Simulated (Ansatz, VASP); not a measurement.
Two plane-wave programs on InPd

```
In Pd
1.0
     3.24663    0.00000    0.00000
     0.00000    3.24663    0.00000
     0.00000    0.00000    3.24663
In Pd
1 1
Direct
  0.99007 0.00000 0.00000
  0.51072 0.50000 0.50000
```

Change from the starting cell: mode 4 frozen in at -0.035 Å, strain +e along z and -e/2 along x and y +0.0000.

Alike in both runs: task single point; functional PBEsol; k mesh 14 × 14 × 14; occupations gaussian, width 0.15 eV; no spin polarisation.

|  | VASP | Ansatz |
| --- | --- | --- |
| version | VASP 6.6.1 | Ansatz 0.2.0 |
| potentials or method | VASP PAW PBE potentials, release 64 (In_d, Pd), cutoff 520 eV | scalar-relativistic, plane waves, PAW |
| valence electrons in the cell | 23 | 31 |

```csv
,VASP,Ansatz,Ansatz less VASP
gap on the k mesh at the Fermi level (eV),none,none,-
pressure (GPa),0.3,0.3,-0.01
"traceless stress, the component that is largest in VASP (GPa)",-0.14,-0.14,0.000
rms of the force components (eV/Å),0.169,0.166,-0.0028
```

VASP's potentials were made for PBE, not for PBEsol. Atom by atom the forces differ by 0.003 eV/Å (rms over components). A gap of «none» marks a metal or a gap that the smearing closes. VASP's potentials hold 23 valence electrons a cell and Ansatz's 31, so a difference there can come from the potentials and not from the codes.
